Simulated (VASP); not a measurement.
# ScSbSe3 (P-6m2) in VASP: a series of runs

The runs below take ScSbSe3 through single point, relaxation of cell and atoms, with PBE.

Everything below comes from runs of VASP 6.6.1. Logs are shortened: lines on timing, memory, paths and dates and some standing lists are left out, and cuts for length are marked.

## 1. The cell of the first run

Symmetry: P-6m2, No. 187, hexagonal system. The conventional cell has a = 5.169 Å, b = 5.169 Å, c = 5.360 Å, α = 90.00°, β = 90.00°, γ = 120.00°. Within 3.5 Å of Sc (site symmetry -6m2) lie 8 Se at 2.68 to 3.25 Å and 3 Sb at 2.98 Å. Sb (site symmetry -6m2) has 3 Sc at 2.98 Å and 12 Se at 3.25 to 4.01 Å within 4.1 Å. Within 3.4 Å of Se (site symmetry 3m) lie 5 Se at 2.55 to 3.30 Å and 3 Sc at 3.25 Å and 3 Sb at 3.25 Å. Se (site symmetry -6m2) has 2 Sc at 2.68 Å and 6 Se at 3.30 Å within 3.5 Å.

The cell was generated, and may not be a known phase.

## 2. Single point, PBE

INCAR

```
PREC = Accurate ; ENCUT = 520
EDIFF = 1E-6 ; ISMEAR = 0
SIGMA = 0.1 ; LREAL = F
LASPH = T ; NELM = 80
ALGO = Fast ; ISIF = 2
LWAVE = F ; LCHARG = F
GGA = PE ; NBANDS = 25
```

KPOINTS

```
Automatic mesh
0
Gamma
  6 6 4
```

POSCAR

```
ScSbSe3
1.0
    5.1690036858      0.0000000000      0.0000000000
   -2.5845018429      4.4764885042      0.0000000000
    0.0000000000      0.0000000000      5.3595188902
Sc Sb Se
1 1 3
Direct
    0.0000000000      0.0000000000      0.5000000000
    0.3333333333      0.6666666667      0.5000000000
    0.6666666667      0.3333333333      0.2619122531
    0.6666666667      0.3333333333      0.7380877469
    0.0000000000      0.0000000000      0.0000000000
```

Potentials or basis: VASP PAW PBE potentials, release 64 (Sc_sv, Sb, Se).

Run with:

```console
$ cat potpaw_PBE.64/Sc_sv/POTCAR potpaw_PBE.64/Sb/POTCAR potpaw_PBE.64/Se/POTCAR > POTCAR
$ mpirun -np 1 vasp_std > vasp.out
```

OUTCAR:

```text
PREC = Accurate
   ENCUT = 520
   EDIFF = 1E-6
   ISMEAR = 0
   LREAL = F
   LASPH = T
   NELM = 80
   ISIF = 2
   GGA = PE

 ion  position               nearest neighbor table
   1  0.000  0.000  0.500-   5 2.68   5 2.68   2 2.98   2 2.98   2 2.98
   2  0.333  0.667  0.500-   1 2.98   1 2.98   1 2.98   3 3.25   4 3.25   3 3.25   4 3.25   4 3.25
                             3 3.25
   3  0.667  0.333  0.262-   4 2.55   2 3.25   2 3.25   2 3.25
   4  0.667  0.333  0.738-   3 2.55   2 3.25   2 3.25   2 3.25
   5  0.000  0.000  0.000-   1 2.68   1 2.68

  LATTYP: Found a hexagonal cell.
 ALAT       =     5.1690036858
 C/A-ratio  =     1.0368572390

  Lattice vectors:

 A1 = (   5.1690036858,   0.0000000000,   0.0000000000)
 A2 = (  -2.5845018429,   4.4764885042,   0.0000000000)
 A3 = (   0.0000000000,   0.0000000000,   5.3595188902)

Analysis of symmetry for initial positions (statically):
=====================================================================
 Subroutine PRICEL returns:
 Original cell was already a primitive cell.

 Routine SETGRP: Setting up the symmetry group for a
 hexagonal supercell.

 Subroutine GETGRP returns: Found 12 space group operations
 (whereof 12 operations were pure point group operations)
 out of a pool of 24 trial point group operations.

The static configuration has the point symmetry D_3h.

Analysis of symmetry for dynamics (positions and initial velocities):
=====================================================================
 Subroutine PRICEL returns:
 Original cell was already a primitive cell.

 Routine SETGRP: Setting up the symmetry group for a
 hexagonal supercell.

 Subroutine GETGRP returns: Found 12 space group operations
 (whereof 12 operations were pure point group operations)
 out of a pool of 24 trial point group operations.

The dynamic configuration has the point symmetry D_3h.

 Subroutine INISYM returns: Found 12 space group operations
 (whereof 12 operations are pure point group operations),
 and found     1 'primitive' translations

----------------------------------------------------------------------------------------

                                     Primitive cell

  volume of cell :     124.0138

  direct lattice vectors                    reciprocal lattice vectors
     5.169003686  0.000000000  0.000000000     0.193460880  0.111694691  0.000000000
    -2.584501843  4.476488504  0.000000000     0.000000000  0.223389382  0.000000000
     0.000000000  0.000000000  5.359518890     0.000000000  0.000000000  0.186583912

  length of vectors
     5.169003686  5.169003686  5.359518890     0.223389382  0.223389382  0.186583912

  position of ions in fractional coordinates (direct lattice)
     0.000000000  0.000000000  0.500000000
     0.333333333  0.666666667  0.500000000
     0.666666667  0.333333333  0.261912253
     0.666666667  0.333333333  0.738087747
     0.000000000  0.000000000  0.000000000

  ion indices of the primitive-cell ions
   primitive index   ion index
                 1           1
                 2           2
                 3           3
                 4           4
                 5           5

----------------------------------------------------------------------------------------

 KPOINTS: Automatic mesh

Automatic generation of k-mesh.
 Grid dimensions read from file:
 generate k-points for:    6    6    4

 Generating k-lattice:

  Cartesian coordinates                     Fractional coordinates (reciprocal lattice)
     0.032243480  0.018615782  0.000000000     0.166666667  0.000000000  0.000000000
     0.000000000  0.037231564  0.000000000     0.000000000  0.166666667  0.000000000
     0.000000000  0.000000000  0.046645978     0.000000000  0.000000000  0.250000000

  Length of vectors
     0.037231564  0.037231564  0.046645978

  Shift w.r.t. Gamma in fractional coordinates (k-lattice)
     0.000000000  0.000000000  0.000000000

 Subroutine IBZKPT returns following result:
 ===========================================

 Found     21 irreducible k-points:

 Following reciprocal coordinates:
            Coordinates               Weight
  0.000000  0.000000  0.000000      1.000000
  0.166667  0.000000  0.000000      6.000000
  0.333333 -0.000000  0.000000      6.000000
  0.500000  0.000000  0.000000      3.000000
  0.166667  0.166667  0.000000      6.000000
  0.333333  0.166667  0.000000     12.000000
[... 13 lines left out ...]
  0.333333  0.166667  0.500000     12.000000
  0.333333  0.333333  0.500000      2.000000
   k-points           NKPTS =     21   k-points in BZ     NKDIM =     21   number of bands    NBANDS=     25
   number of dos      NEDOS =    301   number of ions     NIONS =      5
   total plane-waves  NPLWV =  64000
   dimension x,y,z NGX =    40 NGY =   40 NGZ =   40
   dimension x,y,z NGXF=    80 NGYF=   80 NGZF=   80
   ions per type =               1   1   3
   NGX,Y,Z   is equivalent  to a cutoff of  12.86, 12.86, 12.41 a.u.
   NGXF,Y,Z  is equivalent  to a cutoff of  25.73, 25.73, 24.82 a.u.
 SYSTEM =  unknown system
   PREC   = accura    normal or accurate (medium, high low for compatibility)
   ISTART =      0    job   : 0-new  1-cont  2-samecut
   ICHARG =      2    charge: 1-file 2-atom 10-const
   ISPIN  =      1    spin polarized calculation?
   LNONCOLLINEAR =      F non collinear calculations
   LSORBIT =      F    spin-orbit coupling
   LASPH  =      T    aspherical Exc in radial PAW
   ENCUT  =  520.0 eV  38.22 Ry    6.18 a.u.   9.61  9.61  9.97*2*pi/ulx,y,z
   NELM   =     80;   NELMIN=  2; NELMDL= -5     # of ELM steps
   EDIFF  = 0.1E-05   stopping-criterion for ELM
   LREAL  =      F    real-space projection
   EDIFFG = 0.1E-04   stopping-criterion for IOM
   NSW    =      0    number of steps for IOM
   IBRION =     -1    ionic relax: 0-MD 1-quasi-New 2-CG
   NFREE  =      0    steps in history (QN), initial steepest desc. (CG)
   ISIF   =      2    stress and relaxation
   ISYM   =      2    0-nonsym 1-usesym 2-fastsym
   POTIM  = 0.5000    time-step for ionic-motion
   TEBEG  =    0.0;   TEEND  =   0.0 temperature during run
   PSTRESS=    0.0 pullay stress
   NELECT =      34.0000    total number of electrons
   NUPDOWN=      -1.0000    fix difference up-down
   EMIN   =  10.00;   EMAX   =-10.00  energy-range for DOS
   EFERMI =   0.00;   METHOD = LEGACY
   ISMEAR =     0;   SIGMA  =   0.10  broadening in eV -4-tet -1-fermi 0-gaus
   EFERMI_NEDOS =   21; number of points for ismear=-14 and -15
   IALGO  =     68    algorithm
   IMIX   =      4    mixing-type and parameters
     AMIX     =   0.40;   BMIX     =  1.00
     AMIX_MAG =   1.60;   BMIX_MAG =  1.00
  volume/ion in A,a.u.               =      24.80       167.38
  Fermi-wavevector in a.u.,A,eV,Ry     =   1.063517  2.009756 15.389119  1.131068
  Thomas-Fermi vector in A             =   2.199004
   LORBIT       =      0    0 simple, 1 ext, 2 COOP (PROOUT), +10 PAW based schemes
   GGA     = PE    functional components
   LHFCALC =     F    Hartree Fock is set to
   AEXX    =    0.0000 exact exchange contribution
   IVDW    =     0    specifies the selected vdW correction
   LEPSILON=     F    determine dielectric tensor
   LRPA    =     F    only Hartree local field effects (RPA)
 non-spin polarized calculation
 RMM-DIIS sequential band-by-band and
 Gauss-broadening in eV      SIGMA  =   0.10
  energy-cutoff  :      520.00
  volume of cell :      124.01
 maximum number of plane-waves:      3368
 NGX is ok and might be reduce to    40
   NGX = 19   NGY = 19   NGZ = 19

 number of electron      34.0000003 magnetization

 Free energy of the ion-electron system (eV)
  ---------------------------------------------------
  ext. energy  EPLUGINS =         0.00000000
  ---------------------------------------------------
  free energy    TOTEN  =       -21.90431303 eV

  energy without entropy =      -21.88039169  energy(sigma->0) =      -21.89235236

 E-fermi :   4.5834     XC(G=0):  -9.6716

 val. band max:        4.5605669565   @ k =   0.3333   0.1667   0.2500
 cond. band min:       4.5865002696   @ k =   0.3333   0.3333   0.2500
 fundamental gap:      0.0259333131
 Fermi energy:         4.5833691871

 k-point     1 :       0.0000    0.0000    0.0000
  band No.  band energies     occupation
      1     -45.0319      2.00000
      2     -23.6780      2.00000
      3     -23.6667      2.00000
      4     -23.6667      2.00000
      5     -10.1984      2.00000
      6      -7.5320      2.00000
[... 17 lines left out ...]
     24       7.7098      0.00000
     25       9.0651      0.00000

 k-point     2 :       0.1667    0.0000    0.0000
  band No.  band energies     occupation
      1     -45.0319      2.00000
      2     -23.6779      2.00000
      3     -23.6679      2.00000
      4     -23.6670      2.00000
      5     -10.1248      2.00000
      6      -7.5963      2.00000
[... 17 lines left out ...]
     24       7.6685      0.00000
     25       9.0061      0.00000

 k-point     3 :       0.3333   -0.0000    0.0000
  band No.  band energies     occupation
      1     -45.0318      2.00000
      2     -23.6777      2.00000
      3     -23.6705      2.00000
      4     -23.6676      2.00000
      5      -9.9611      2.00000
      6      -7.7461      2.00000
[... 17 lines left out ...]
     24       7.7959      0.00000
     25       8.9572      0.00000

 k-point     4 :       0.5000    0.0000    0.0000
  band No.  band energies     occupation
      1     -45.0318      2.00000
      2     -23.6776      2.00000
      3     -23.6718      2.00000
      4     -23.6679      2.00000
      5      -9.8681      2.00000
      6      -7.8343      2.00000
[... 17 lines left out ...]
     24       7.9835      0.00000
     25       8.7982      0.00000
[... 393 lines left out ...]
 k-point    19 :       0.1667    0.1667    0.5000
  band No.  band energies     occupation
      1     -45.0319      2.00000
      2     -23.6815      2.00000
      3     -23.6694      2.00000
      4     -23.6675      2.00000
      5      -9.2715      2.00000
      6      -8.5511      2.00000
[... 17 lines left out ...]
     24       7.9607      0.00000
     25       9.2954      0.00000

 k-point    20 :       0.3333    0.1667    0.5000
  band No.  band energies     occupation
      1     -45.0318      2.00000
      2     -23.6813      2.00000
      3     -23.6709      2.00000
      4     -23.6684      2.00000
      5      -9.1802      2.00000
      6      -8.3152      2.00000
[... 17 lines left out ...]
     24       7.8019      0.00000
     25       8.8849      0.00000

 k-point    21 :       0.3333    0.3333    0.5000
  band No.  band energies     occupation
      1     -45.0318      2.00000
      2     -23.6813      2.00000
      3     -23.6703      2.00000
      4     -23.6698      2.00000
      5      -9.1504      2.00000
      6      -8.1882      2.00000
[... 17 lines left out ...]
     24       7.5138      0.00000
     25       8.5439      0.00000

------------------------ aborting loop because EDIFF is reached ----------------------------------------

  FORCE on cell =-STRESS in cart. coord.  units (eV):
  Direction    XX          YY          ZZ          XY          YZ          ZX
  --------------------------------------------------------------------------------------
  -------------------------------------------------------------------------------------
  Total        0.0084912      0.0084912      0.0826030      0.0000000      0.0000000      0.0000000
  in kB        0.1097007      0.1097007      1.0671763      0.0000000      0.0000000      0.0000000
  external PRESSURE =       0.4288593 kB  Pullay stress =       0.0000000 kB

 VOLUME and BASIS-vectors are now :
 -----------------------------------------------------------------------------
  energy-cutoff  :      520.00
  volume of cell :      124.01
      direct lattice vectors                 reciprocal lattice vectors
     5.169003686  0.000000000  0.000000000     0.193460880  0.111694691  0.000000000
    -2.584501843  4.476488504  0.000000000     0.000000000  0.223389382  0.000000000
     0.000000000  0.000000000  5.359518890     0.000000000  0.000000000  0.186583912

 POSITION                                       TOTAL-FORCE (eV/Angst)
 -----------------------------------------------------------------------------------
      0.00000      0.00000      2.67976         0.000000     -0.000000      0.000000
     -0.00000      2.98433      2.67976         0.000000      0.000000      0.000000
      2.58450      1.49216      1.40372        -0.000000     -0.000000     -0.006366
      2.58450      1.49216      3.95580        -0.000000     -0.000000      0.006366
      0.00000      0.00000      0.00000         0.000000     -0.000000      0.000000
 -----------------------------------------------------------------------------------
    total drift:                               -0.000000      0.000000      0.000000

  FREE ENERGIE OF THE ION-ELECTRON SYSTEM (eV)
  ---------------------------------------------------
  free  energy   TOTEN  =       -21.9043130344 eV

  energy  without entropy=      -21.8803916851  energy(sigma->0) =      -21.89235236
```

It took 2.6 min on 1 thread of Oxide Virtual Turin-like, shared host; peak memory 0.24 GiB.

What came out:

```yaml
Free_energy: -21.9043 eV
Pressure: 0.0 GPa
Largest_force: 0.006 eV/Å
Band_gap_on_the_k_mesh: zero (bands 17 and 18 overlap by 1.14 eV)
```

Forces on the atoms (eV/Å):
```
Sc   0.000  0.000  0.000
Sb   0.000  0.000  0.000
Se   0.000  0.000 -0.006
Se   0.000  0.000  0.006
Se   0.000  0.000  0.000
```

Stress tensor (GPa, compression positive):
```
0.01 0.00 0.00
0.00 0.01 0.00
0.00 0.00 0.11
```

Caveat: spin-orbit coupling is left out, which moves the levels of the heavy elements.

## 3. Single point, PBE

This run uses another cell than the first one, of 27.15 Å³/atom.

INCAR

```
PREC = Accurate
ENCUT = 520
EDIFF = 1E-7
ISMEAR = 0
SIGMA = 0.1
LREAL = F
LASPH = T
NELM = 60
ALGO = Normal
ISIF = 2
LWAVE = F
LCHARG = T
GGA = PE
LELF = T
LVHAR = T
NBANDS = 25
```

KPOINTS

```
regular mesh
0
Gamma
  6 6 4
```

POSCAR

```
ScSbSe3
1.0
    5.0382654000      0.0000000000      0.0000000000
   -2.5191327000      4.3632658300      0.0000000000
    0.0000000000      0.0000000000      6.1753980700
Sc Sb Se
1 1 3
Direct
    0.0000000000      0.0000000000      0.5000000000
    0.3333333300      0.6666666700      0.5000000000
    0.6666666700      0.3333333300      0.1839174100
    0.6666666700      0.3333333300      0.8160825900
    0.0000000000      0.0000000000      0.0000000000
```

Potentials or basis: VASP PAW PBE potentials, release 64 (Sc_sv, Sb, Se).

Run with:

```console
$ cat potpaw_PBE.64/Sc_sv/POTCAR potpaw_PBE.64/Sb/POTCAR potpaw_PBE.64/Se/POTCAR > POTCAR
$ mpirun -np 1 vasp_std > vasp.out
```

OUTCAR:

```text
PREC = Accurate
   ENCUT = 520
   EDIFF = 1E-7
   ISMEAR = 0
   LREAL = F
   LASPH = T
   NELM = 60
   ISIF = 2
   GGA = PE

 ion  position               nearest neighbor table
   1  0.000  0.000  0.500-   2 2.91   2 2.91   2 2.91   5 3.09   5 3.09
   2  0.333  0.667  0.500-   1 2.91   1 2.91   1 2.91
   3  0.667  0.333  0.184-   4 2.27
   4  0.667  0.333  0.816-   3 2.27
   5  0.000  0.000  0.000-   1 3.09   1 3.09

[... 785 lines left out ...]
  Direction    XX          YY          ZZ          XY          YZ          ZX
  --------------------------------------------------------------------------------------
  -------------------------------------------------------------------------------------
  Total        0.1176593      0.1176593     -2.1659993      0.0000000     -0.0000000      0.0000000
  in kB        1.3886060      1.3886060    -25.5629646      0.0000000     -0.0000000      0.0000000
  external PRESSURE =      -7.5952509 kB  Pullay stress =       0.0000000 kB

 VOLUME and BASIS-vectors are now :
 -----------------------------------------------------------------------------
  energy-cutoff  :      520.00
  volume of cell :      135.76
      direct lattice vectors                 reciprocal lattice vectors
     5.038265400  0.000000000  0.000000000     0.198481009  0.114593064  0.000000000
    -2.519132700  4.363265830  0.000000000     0.000000000  0.229186128  0.000000000
     0.000000000  0.000000000  6.175398070     0.000000000  0.000000000  0.161932881

 POSITION                                       TOTAL-FORCE (eV/Angst)
 -----------------------------------------------------------------------------------
      0.00000      0.00000      3.08770         0.000000     -0.000000      0.000000
     -0.00000      2.90884      3.08770        -0.000000      0.000000      0.000000
      2.51913      1.45442      1.13576         0.000000     -0.000000      1.995611
      2.51913      1.45442      5.03963        -0.000000     -0.000000     -1.995611
      0.00000      0.00000      0.00000         0.000000     -0.000000      0.000000
 -----------------------------------------------------------------------------------
    total drift:                               -0.000018      0.000011      0.000000

  FREE ENERGIE OF THE ION-ELECTRON SYSTEM (eV)
  ---------------------------------------------------
  free  energy   TOTEN  =       -20.6038809429 eV

  energy  without entropy=      -20.5786553258  energy(sigma->0) =      -20.59126813
```

OSZICAR:

```text
N       E                     dE             d eps       ncg     rms          rms(c)
DAV:   1     0.298896635255E+03    0.29890E+03   -0.14263E+04  1058   0.119E+03
DAV:   2     0.105708626034E+02   -0.28833E+03   -0.27963E+03  1082   0.325E+02
DAV:   3    -0.207468221960E+02   -0.31318E+02   -0.29799E+02  1560   0.965E+01
DAV:   4    -0.223087037861E+02   -0.15619E+01   -0.15221E+01  1372   0.235E+01
DAV:   5    -0.223539460500E+02   -0.45242E-01   -0.45034E-01  1500   0.450E+00    0.871E+00
DAV:   6    -0.207799071150E+02    0.15740E+01   -0.62107E+00  1575   0.190E+01    0.471E+00
DAV:   7    -0.206729376306E+02    0.10697E+00   -0.12781E+00  1572   0.842E+00    0.308E+00
DAV:   8    -0.206317716831E+02    0.41166E-01   -0.43392E-01  1562   0.565E+00    0.135E+00
DAV:   9    -0.206099930966E+02    0.21779E-01   -0.22432E-01  1538   0.425E+00    0.497E-01
DAV:  10    -0.206036341908E+02    0.63589E-02   -0.22364E-02  1530   0.134E+00    0.108E-01
DAV:  11    -0.206038655387E+02   -0.23135E-03   -0.11586E-03  1417   0.201E-01    0.439E-02
DAV:  12    -0.206038608283E+02    0.47105E-05   -0.13341E-04  1323   0.796E-02    0.181E-02
DAV:  13    -0.206038761949E+02   -0.15367E-04   -0.40804E-05  1596   0.416E-02    0.904E-03
DAV:  14    -0.206038798800E+02   -0.36851E-05   -0.95843E-06  1386   0.242E-02    0.285E-03
DAV:  15    -0.206038806899E+02   -0.80993E-06   -0.13243E-06  1110   0.562E-03    0.114E-03
DAV:  16    -0.206038808725E+02   -0.18263E-06   -0.49163E-07  1134   0.518E-03    0.104E-03
DAV:  17    -0.206038809429E+02   -0.70349E-07   -0.68610E-08   613   0.261E-03
   1 F= -.20603881E+02 E0= -.20591268E+02  d E =-.252256E-01
```

stdout:

```text
POSCAR found type information on POSCAR ScSbSe
 POSCAR found :  3 types and       5 ions
 scaLAPACK will be used
 LDA part: xc-table for (Slater+PW92), standard interpolation
 POSCAR, INCAR and KPOINTS ok, starting setup
 FFT: planning ... GRIDC
 FFT: planning ... GRID_SOFT
 FFT: planning ... GRID
 WAVECAR not read
 entering main loop
```

It took 3 min on 1 thread of Oxide Virtual Turin-like, shared host; peak memory 0.27 GiB.

What came out:

```yaml
Free_energy: -20.6039 eV
Pressure: -0.8 GPa
Largest_force: 1.996 eV/Å
Band_gap_on_the_k_mesh: zero (bands 17 and 18 overlap by 0.92 eV)
```

Forces in eV/Å, atoms in the order of the input:
```
Sc   0.000  0.000  0.000
Sb   0.000  0.000  0.000
Se   0.000  0.000  1.996
Se   0.000  0.000 -1.996
Se   0.000  0.000  0.000
```

Stress tensor (GPa, compression positive):
```
 0.14  0.00  0.00
 0.00  0.14  0.00
 0.00  0.00 -2.56
```

Levels at points of the mesh, in eV from the Fermi level:
```csv
k point,band 15,band 16,band 17,band 18,band 19,band 20
"(0.00, 0.00, 0.00)",-1.27,-1.27,-0.10,-0.10,0.11,1.36
"(0.50, 0.00, 0.00)",-1.31,-1.14,-0.20,0.24,1.27,1.50
"(0.00, 0.00, 0.50)",-0.94,-0.94,-0.51,-0.51,-0.18,0.65
"(0.50, 0.00, 0.50)",-0.80,-0.08,0.00,0.13,0.39,0.79
```

Caveat: spin-orbit coupling is left out, which moves the levels of the heavy elements; forces of over 1 eV/Å act on the atoms, so gaps and moduli don't describe the material at rest.

(Part 1 of 2 ends here.)

The gap in the log of VASP goes by the Fermi energy; the results here count the filled bands.